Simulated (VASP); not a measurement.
## SbPt: single point with PBEsol

The system is SbPt.

```
Sb Pt
1.0
     4.12287    0.00000    0.00000
    -2.06144    3.57051    0.00000
     0.00000    0.00000    5.42844
Sb Pt
2 2
Direct
  0.33333 0.66667 0.25000
  0.66667 0.33333 0.75000
  0.00000 0.00000 0.00000
  0.00000 0.00000 0.50000
```

- Program: VASP 6.6.1
- Task: single point
- Functional: PBEsol
- Potentials or basis: VASP PAW PBE potentials, release 64 (Sb, Pt)
- Cutoff: 520 eV
- k mesh: 12 × 12 × 8
- Occupations: gaussian, width 0.1 eV
- Spin: no spin polarisation
- Dipole correction: no
- Further INCAR settings: ALGO = Normal; EDIFF = 1e-06; NBANDS = 23

* Pressure: 4.4 GPa
* Band gap on the k mesh: zero (bands 15 and 16 overlap by 4.21 eV)

Levels at points of the mesh, in eV from the Fermi level:
```tsv
k point	band 11	band 12	band 13	band 14	band 15	band 16	band 17	band 18	band 19	band 20
(0.00, 0.00, 0.00)	-2.20	-2.20	-0.14	-0.14	0.81	2.29	2.38	3.64	3.64	3.82
(0.50, 0.00, 0.00)	-3.19	-3.07	-2.80	-2.36	-2.18	-0.61	1.99	4.22	4.29	4.45
(0.00, 0.00, 0.50)	-3.78	-3.78	-1.20	-1.20	2.37	2.37	2.37	2.37	5.24	5.24
(0.50, 0.00, 0.50)	-3.33	-3.33	-3.19	-3.19	0.32	0.32	1.77	1.77	4.01	4.01
```

It took 49 s on 1 thread of Intel(R) Xeon(R) Platinum 8559C (Emerald Rapids), with other jobs on the host, peak memory 0.3 GiB.

Caveat: the cell stands under pressure; the PAW data sets were made with another functional, which shifts forces and pressure a little; spin-orbit coupling is left out, which moves the levels of the heavy elements.
